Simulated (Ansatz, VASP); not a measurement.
# One calculation of In, two programs

Contents of INCAR:

```
SYSTEM = In
ALGO = Normal
EDIFF = 1E-8
ENCUT = 520
GGA = CA
ISIF = 2
ISMEAR = -1
LASPH = .TRUE.
LCHARG = .FALSE.
LEFG = .TRUE.
LREAL = .FALSE.
LWAVE = .FALSE.
NBANDS = 12
NELM = 60
PREC = Accurate
SIGMA = 0.05
```

File KPOINTS:

```
k-points
0
G
  14 14 14
  0 0 0
```

Contents of POSCAR:

```
In
1.0
   -1.6369195191      1.6369195191      2.4903342523
    1.6369195191     -1.6369195191      2.4903342523
    1.6369195191      1.6369195191     -2.4903342523
In
1
Direct
    0.0000000000      0.0000000000      0.0000000000
```

Input for Ansatz:

```yaml
crystal:
  lattice:
    - [-1.6369195191, 1.6369195191, 2.4903342523]
    - [1.6369195191, -1.6369195191, 2.4903342523]
    - [1.6369195191, 1.6369195191, -2.4903342523]
  atoms:
    - { symbol: In, position: [0.0, 0.0, 0.0] }
kpoints:
  mp_grid: { grid: [14, 14, 14] }
scf:
  occupations: { method: fermi_dirac, width: 0.05 }
hamiltonian:
  xc: lda
  pseudopotentials: { kind: all_electron, datasets: crystal }
output:
  forces: true
  stress: true
  eigenvalues: true
  efg: { contact_densities: true }
```

Change from the starting cell: volume scaled by 1.02, crystal datasets.

Alike in both runs: task electric field gradients; functional LDA; k mesh 14 × 14 × 14; occupations fermi-dirac, width 0.05 eV; no spin polarisation.

|  | VASP | Ansatz |
| --- | --- | --- |
| version | VASP 6.6.1 | Ansatz 0.2.0 |
| potentials or method | VASP PAW LDA potentials, release 64 (In_d), cutoff 520 eV | all-electron PAW with datasets made for the crystal, scalar-relativistic |

|  | VASP | Ansatz | Ansatz less VASP |
| --- | --- | --- | --- |
| pressure (GPa) | -3.4 | -3.3 | +0.02 |
| traceless stress, the component that is largest in VASP (GPa) | 0.26 | 0.26 | -0.004 |
| size of Vzz on the site where it differs most (V/Å²) | 21.3 | 21.2 | -0.05 |

LDA's correlation is that of Perdew and Zunger in VASP and of Perdew and Wang (1992) in Ansatz. Ansatz ran all-electron here, and VASP with PAW potentials.
